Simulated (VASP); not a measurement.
# SnTe (F-43m) in VASP: further runs

Runs on SnTe. Level: LDA. Tasks: single point.

Program: VASP 6.6.1. These are calculated values, not measurements. Logs are shortened: lines on timing, memory, paths and dates and some standing lists are left out, and cuts for length are marked.

## 1. The cell of the first run

Symmetry: F-43m, No. 216, cubic system. Conventional cell: a = 7.024 Å, b = 7.024 Å, c = 7.024 Å, α = 90.00°, β = 90.00°, γ = 90.00°. Sn (site symmetry -43m) has 4 Te at 3.04 Å within 4.0 Å. Within 4.0 Å of Te (site symmetry -43m) lie 4 Sn at 3.04 Å.

## 2. Single point, LDA

Input file INCAR:

```
  PREC = Accurate
  ENCUT = 520
  EDIFF = 1E-6
  ISMEAR = -1
  SIGMA = 0.05
  LREAL = False
  LASPH = True
  NELM = 100
  ALGO = Normal
  ISIF = 2
  LWAVE = False
  LCHARG = False
  NBANDS = 17
```

Input file KPOINTS:

```
Automatic mesh
0
Gamma
  6 6 6
```

Input file POSCAR:

```
SnTe
1.0
    0.0000000000      3.5121602494      3.5121602494
    3.5121602494      0.0000000000      3.5121602494
    3.5121602494      3.5121602494      0.0000000000
Sn Te
1 1
Direct
    0.0000000000      0.0000000000      0.0000000000
    0.7500000000      0.7500000000      0.7500000000
```

Potentials or basis: VASP PAW LDA potentials, release 64 (Sn_d, Te).

On the command line:

```sh
$ cat potpaw_LDA.64/Sn_d/POTCAR potpaw_LDA.64/Te/POTCAR > POTCAR
$ mpirun -np 1 vasp_std > vasp.out
```

OUTCAR:

```text
PREC = Accurate
   ENCUT = 520
   EDIFF = 1E-6
   ISMEAR = -1
   LREAL = False
   LASPH = True
   NELM = 100
   ISIF = 2

 ion  position               nearest neighbor table
   1  0.000  0.000  0.000-   2 3.04   2 3.04   2 3.04   2 3.04
   2  0.750  0.750  0.750-   1 3.04   1 3.04   1 3.04   1 3.04

  LATTYP: Found a face centered cubic cell.
 ALAT       =     7.0243204988

  Lattice vectors:

 A1 = (   0.0000000000,   3.5121602494,   3.5121602494)
 A2 = (   3.5121602494,   0.0000000000,   3.5121602494)
 A3 = (   3.5121602494,   3.5121602494,   0.0000000000)

Analysis of symmetry for initial positions (statically):
=====================================================================
 Subroutine PRICEL returns:
 Original cell was already a primitive cell.

 Routine SETGRP: Setting up the symmetry group for a
 face centered cubic supercell.

 Subroutine GETGRP returns: Found 24 space group operations
 (whereof 24 operations were pure point group operations)
 out of a pool of 48 trial point group operations.

The static configuration has the point symmetry T_d .

Analysis of symmetry for dynamics (positions and initial velocities):
=====================================================================
 Subroutine PRICEL returns:
 Original cell was already a primitive cell.

 Routine SETGRP: Setting up the symmetry group for a
 face centered cubic supercell.

 Subroutine GETGRP returns: Found 24 space group operations
 (whereof 24 operations were pure point group operations)
 out of a pool of 48 trial point group operations.

The dynamic configuration has the point symmetry T_d .

 Subroutine INISYM returns: Found 24 space group operations
 (whereof 24 operations are pure point group operations),
 and found     1 'primitive' translations

----------------------------------------------------------------------------------------

                                     Primitive cell

  volume of cell :      86.6469

  direct lattice vectors                    reciprocal lattice vectors
     0.000000000  3.512160249  3.512160249    -0.142362525  0.142362525  0.142362525
     3.512160249  0.000000000  3.512160249     0.142362525 -0.142362525  0.142362525
     3.512160249  3.512160249  0.000000000     0.142362525  0.142362525 -0.142362525

  length of vectors
     4.966944658  4.966944658  4.966944658     0.246579126  0.246579126  0.246579126

  position of ions in fractional coordinates (direct lattice)
     0.000000000  0.000000000  0.000000000
     0.750000000  0.750000000  0.750000000

  ion indices of the primitive-cell ions
   primitive index   ion index
                 1           1
                 2           2

----------------------------------------------------------------------------------------

 KPOINTS: Automatic mesh

Automatic generation of k-mesh.
 Grid dimensions read from file:
 generate k-points for:    6    6    6

 Generating k-lattice:

  Cartesian coordinates                     Fractional coordinates (reciprocal lattice)
    -0.023727087  0.023727087  0.023727087     0.166666667  0.000000000  0.000000000
     0.023727087 -0.023727087  0.023727087     0.000000000  0.166666667  0.000000000
     0.023727087  0.023727087 -0.023727087     0.000000000  0.000000000  0.166666667

  Length of vectors
     0.041096521  0.041096521  0.041096521

  Shift w.r.t. Gamma in fractional coordinates (k-lattice)
     0.000000000  0.000000000  0.000000000

 Subroutine IBZKPT returns following result:
 ===========================================

 Found     16 irreducible k-points:

 Following reciprocal coordinates:
            Coordinates               Weight
  0.000000  0.000000  0.000000      1.000000
  0.166667  0.000000  0.000000      8.000000
  0.333333  0.000000  0.000000      8.000000
  0.500000  0.000000  0.000000      4.000000
  0.166667  0.166667  0.000000      6.000000
  0.333333  0.166667  0.000000     24.000000
[... 8 lines left out ...]
 -0.333333  0.333333  0.166667     24.000000
 -0.333333  0.500000  0.166667     12.000000
   k-points           NKPTS =     16   k-points in BZ     NKDIM =     16   number of bands    NBANDS=     17
   number of dos      NEDOS =    301   number of ions     NIONS =      2
   total plane-waves  NPLWV =  64000
   dimension x,y,z NGX =    40 NGY =   40 NGZ =   40
   dimension x,y,z NGXF=    80 NGYF=   80 NGZF=   80
   ions per type =               1   1
   NGX,Y,Z   is equivalent  to a cutoff of  13.39, 13.39, 13.39 a.u.
   NGXF,Y,Z  is equivalent  to a cutoff of  26.78, 26.78, 26.78 a.u.
 SYSTEM =  unknown system
   PREC   = accura    normal or accurate (medium, high low for compatibility)
   ISTART =      0    job   : 0-new  1-cont  2-samecut
   ICHARG =      2    charge: 1-file 2-atom 10-const
   ISPIN  =      1    spin polarized calculation?
   LNONCOLLINEAR =      F non collinear calculations
   LSORBIT =      F    spin-orbit coupling
   LASPH  =      T    aspherical Exc in radial PAW
   ENCUT  =  520.0 eV  38.22 Ry    6.18 a.u.   9.24  9.24  9.24*2*pi/ulx,y,z
   NELM   =    100;   NELMIN=  2; NELMDL= -5     # of ELM steps
   EDIFF  = 0.1E-05   stopping-criterion for ELM
   LREAL  =      F    real-space projection
   EDIFFG = 0.1E-04   stopping-criterion for IOM
   NSW    =      0    number of steps for IOM
   IBRION =     -1    ionic relax: 0-MD 1-quasi-New 2-CG
   NFREE  =      0    steps in history (QN), initial steepest desc. (CG)
   ISIF   =      2    stress and relaxation
   ISYM   =      2    0-nonsym 1-usesym 2-fastsym
   POTIM  = 0.5000    time-step for ionic-motion
   TEBEG  =    0.0;   TEEND  =   0.0 temperature during run
   PSTRESS=    0.0 pullay stress
   NELECT =      20.0000    total number of electrons
   NUPDOWN=      -1.0000    fix difference up-down
   EMIN   =  10.00;   EMAX   =-10.00  energy-range for DOS
   EFERMI =   0.00;   METHOD = LEGACY
   ISMEAR =    -1;   SIGMA  =   0.05  broadening in eV -4-tet -1-fermi 0-gaus
   EFERMI_NEDOS =   21; number of points for ismear=-14 and -15
   IALGO  =     38    algorithm
   IMIX   =      4    mixing-type and parameters
     AMIX     =   0.40;   BMIX     =  1.00
     AMIX_MAG =   1.60;   BMIX_MAG =  1.00
  volume/ion in A,a.u.               =      43.32       292.36
  Fermi-wavevector in a.u.,A,eV,Ry     =   1.004232  1.897722 13.721216  1.008481
  Thomas-Fermi vector in A             =   2.136834
   LORBIT       =      0    0 simple, 1 ext, 2 COOP (PROOUT), +10 PAW based schemes
   GGA     = CA    functional components
   LHFCALC =     F    Hartree Fock is set to
   AEXX    =    0.0000 exact exchange contribution
   IVDW    =     0    specifies the selected vdW correction
   LEPSILON=     F    determine dielectric tensor
   LRPA    =     F    only Hartree local field effects (RPA)
 non-spin polarized calculation
  energy-cutoff  :      520.00
  volume of cell :       86.65
 maximum number of plane-waves:      2357
 NGX is ok and might be reduce to    40
   NGX = 19   NGY = 19   NGZ = 19

 number of electron      20.0000000 magnetization

 Free energy of the ion-electron system (eV)
  ---------------------------------------------------
  ext. energy  EPLUGINS =         0.00000000
  ---------------------------------------------------
  free energy    TOTEN  =        -8.05305438 eV

  energy without entropy =       -8.04774660  energy(sigma->0) =       -8.05040049

 E-fermi :   3.6043     XC(G=0):  -8.1365

 val. band max:        3.5494700855   @ k =  -0.3333   0.5000   0.1667
 cond. band min:       3.6991795634   @ k =   0.3333   0.3333   0.0000
 fundamental gap:      0.1497094779
 Fermi energy:         3.6043071027

 k-point     1 :       0.0000    0.0000    0.0000
  band No.  band energies     occupation
      1     -18.0414      2.00000
      2     -18.0414      2.00000
      3     -18.0414      2.00000
      4     -18.0252      2.00000
      5     -18.0252      2.00000
      6      -8.3459      2.00000
[... 9 lines left out ...]
     16      10.1171      0.00000
     17      11.1589      0.00000

 k-point     2 :       0.1667    0.0000    0.0000
  band No.  band energies     occupation
      1     -18.0420      2.00000
      2     -18.0409      2.00000
      3     -18.0409      2.00000
      4     -18.0252      2.00000
      5     -18.0252      2.00000
      6      -8.2112      2.00000
[... 9 lines left out ...]
     16       9.5229      0.00000
     17      10.6310      0.00000

 k-point     3 :       0.3333    0.0000    0.0000
  band No.  band energies     occupation
      1     -18.0432      2.00000
      2     -18.0399      2.00000
      3     -18.0399      2.00000
      4     -18.0251      2.00000
      5     -18.0251      2.00000
      6      -7.8936      2.00000
[... 9 lines left out ...]
     16       9.6844      0.00000
     17      11.0561      0.00000

 k-point     4 :       0.5000    0.0000    0.0000
  band No.  band energies     occupation
      1     -18.0437      2.00000
      2     -18.0394      2.00000
      3     -18.0394      2.00000
      4     -18.0251      2.00000
      5     -18.0251      2.00000
      6      -7.6987      2.00000
[... 9 lines left out ...]
     16      10.6055      0.00000
     17      10.6055      0.00000
[... 183 lines left out ...]
      1     -18.0448      2.00000
      2     -18.0389      2.00000
      3     -18.0382      2.00000
      4     -18.0258      2.00000
      5     -18.0247      2.00000
      6      -7.6485      2.00000
[... 9 lines left out ...]
     16      11.0780      0.00000
     17      12.0896      0.00000

 k-point    15 :      -0.3333    0.3333    0.1667
  band No.  band energies     occupation
      1     -18.0449      2.00000
      2     -18.0389      2.00000
      3     -18.0377      2.00000
      4     -18.0257      2.00000
      5     -18.0248      2.00000
      6      -7.5006      2.00000
[... 9 lines left out ...]
     16      10.8779      0.00000
     17      11.8907      0.00000

 k-point    16 :      -0.3333    0.5000    0.1667
  band No.  band energies     occupation
      1     -18.0459      2.00000
      2     -18.0383      2.00000
      3     -18.0371      2.00000
      4     -18.0261      2.00000
      5     -18.0244      2.00000
      6      -7.4264      2.00000
[... 9 lines left out ...]
     16      11.6383      0.00000
     17      11.6602      0.00000

------------------------ aborting loop because EDIFF is reached ----------------------------------------

  FORCE on cell =-STRESS in cart. coord.  units (eV):
  Direction    XX          YY          ZZ          XY          YZ          ZX
  --------------------------------------------------------------------------------------
  -------------------------------------------------------------------------------------
  Total       -0.1143417     -0.1143417     -0.1143417      0.0000000     -0.0000000      0.0000000
  in kB       -2.1142780     -2.1142780     -2.1142780      0.0000000     -0.0000000      0.0000000
  external PRESSURE =      -2.1142780 kB  Pullay stress =       0.0000000 kB

 VOLUME and BASIS-vectors are now :
 -----------------------------------------------------------------------------
  energy-cutoff  :      520.00
  volume of cell :       86.65
      direct lattice vectors                 reciprocal lattice vectors
     0.000000000  3.512160249  3.512160249    -0.142362525  0.142362525  0.142362525
     3.512160249  0.000000000  3.512160249     0.142362525 -0.142362525  0.142362525
     3.512160249  3.512160249  0.000000000     0.142362525  0.142362525 -0.142362525

 POSITION                                       TOTAL-FORCE (eV/Angst)
 -----------------------------------------------------------------------------------
      0.00000      0.00000      0.00000         0.000000     -0.000000     -0.000000
      5.26824      5.26824      5.26824        -0.000000      0.000000      0.000000
 -----------------------------------------------------------------------------------
    total drift:                                0.000000      0.000000      0.000000

  FREE ENERGIE OF THE ION-ELECTRON SYSTEM (eV)
  ---------------------------------------------------
  free  energy   TOTEN  =        -8.0530543802 eV

  energy  without entropy=       -8.0477465971  energy(sigma->0) =       -8.05040049
```

Wall time 41 s (1 thread of Intel Xeon 8259CL, shared host); peak memory 0.2 GiB.

What came out:

| Item | Value |
| --- | --- |
| Free energy | -8.0531 eV |
| Pressure | -0.2 GPa |
| Band gap on the k mesh | zero (band 10 reaches 3.55 eV, above the bottom of band 11 at 3.54 eV) |

Caveat: spin-orbit coupling is left out, which moves the levels of the heavy elements.

## 3. Single point, LDA

This run uses another cell than the first one, of 45.21 Å³/atom, 1.043 times its volume.

Input file INCAR:

```
SYSTEM = SnTe
ALGO     = Normal         ! electronic algorithm
EDIFF    = 1E-6           ! SCF threshold, eV
ENCUT    = 520            ! plane-wave cutoff, eV
GGA      = CA             ! functional
ISIF     = 2              ! what is computed and relaxed
ISMEAR   = -1             ! smearing method
LASPH    = .TRUE.         ! aspherical terms in the spheres
LCHARG   = .FALSE.        ! write CHGCAR
LREAL    = .FALSE.        ! projectors in reciprocal space
LWAVE    = .FALSE.        ! write WAVECAR
NBANDS   = 17             ! bands
NELM     = 80             ! most SCF steps
PREC     = Accurate       ! precision mode
SIGMA    = 0.05           ! smearing width, eV
```

Input file KPOINTS:

```
k-points
0
G
  6 6 6
  0 0 0
```

Input file POSCAR:

```
SnTe
1.0
    0.0000000000      3.5623407469      3.5623407469
    3.5623407469      0.0000000000      3.5623407469
    3.5623407469      3.5623407469      0.0000000000
Sn Te
1 1
Direct
    0.0000000000      0.0000000000      0.0000000000
    0.7500000000      0.7500000000      0.7500000000
```

Potentials or basis: VASP PAW LDA potentials, release 64 (Sn_d, Te).

On the command line:

```sh
$ cat potpaw_LDA.64/Sn_d/POTCAR potpaw_LDA.64/Te/POTCAR > POTCAR
$ mpirun -np 1 vasp_std > vasp.out
```

Wall time 40 s (1 thread of Intel Xeon 8259CL, shared host); peak memory 0.2 GiB.

Results (log left out):

```
Free energy            : -8.0357 eV
Pressure               : -1.3 GPa
Band gap on the k mesh : 0.10 eV, indirect (least direct gap 0.68 eV)
```

Levels at points of the mesh, in eV from the valence-band top:
```tsv
k point	band 6	band 7	band 8	band 9	band 10	band 11	band 12	band 13	band 14	band 15
(0.00, 0.00, 0.00)	-11.63	-5.02	-1.85	-1.85	-1.85	1.10	1.10	1.10	4.04	6.59
(0.50, 0.00, 0.00)	-11.04	-7.01	-2.42	-2.42	-2.00	1.92	1.92	3.62	5.61	6.44
(0.50, 0.50, 0.00)	-10.80	-7.39	-3.12	-3.12	-0.58	0.10	4.13	4.13	5.50	6.56
```

Caveat: spin-orbit coupling is left out, which moves the levels of the heavy elements.

## 4. Single point, LDA

This run uses another cell than the first one, of 48.97 Å³/atom, 1.130 times its volume.

Input file INCAR:

```
ALGO     = Normal         # electronic algorithm
EDIFF    = 1E-6           # SCF threshold, eV
ENCUT    = 520            # plane-wave cutoff, eV
GGA      = CA             # functional
ISIF     = 2              # what is computed and relaxed
ISMEAR   = -1             # smearing method
LASPH    = T              # aspherical terms in the spheres
LCHARG   = T              # write CHGCAR
LELF     = T              # ELF
LREAL    = F              # projectors in reciprocal space
LVHAR    = T            
LWAVE    = F              # write WAVECAR
NBANDS   = 17             # bands
NELM     = 80             # most SCF steps
PREC     = Accurate       # precision mode
SIGMA    = 0.05           # smearing width, eV
```

Input file KPOINTS:

```
k-points
0
Gamma
  6 6 6
```

Input file POSCAR:

```
SnTe
1.0
    0.0000000000      3.6586665285      3.6586665285
    3.6586665285      0.0000000000      3.6586665285
    3.6586665285      3.6586665285      0.0000000000
Sn Te
1 1
Direct
    0.0000000000      0.0000000000      0.0000000000
    0.7500000000      0.7500000000      0.7500000000
```

On the command line:

```sh
$ cat potpaw_LDA.64/Sn_d/POTCAR potpaw_LDA.64/Te/POTCAR > POTCAR
$ mpirun -np 1 vasp_std > vasp.out
```

Run time: 41 s. Hardware: 1 thread of Intel Xeon 8259CL, shared host; peak memory 0.21 GiB.

The run converged. Its results:

| Property | Result |
| --- | --- |
| Free energy | -7.9360 eV |
| Pressure | -2.9 GPa |
| Band gap on the k mesh | 0.28 eV, indirect (least direct gap 0.76 eV) |

Levels at points of the mesh, in eV from the valence-band top:
```tsv
k point	band 8	band 9	band 10	band 11	band 12	band 13
(0.00, 0.00, 0.00)	-1.61	-1.61	-1.61	1.20	1.20	1.20
(0.50, 0.00, 0.00)	-2.12	-2.12	-1.84	1.97	1.97	3.37
(0.50, 0.50, 0.00)	-2.75	-2.75	-0.48	0.28	3.88	3.88
```

Caveat: spin-orbit coupling is left out, which moves the levels of the heavy elements. A k mesh can miss the band edges.

[end of part 1 of 2]
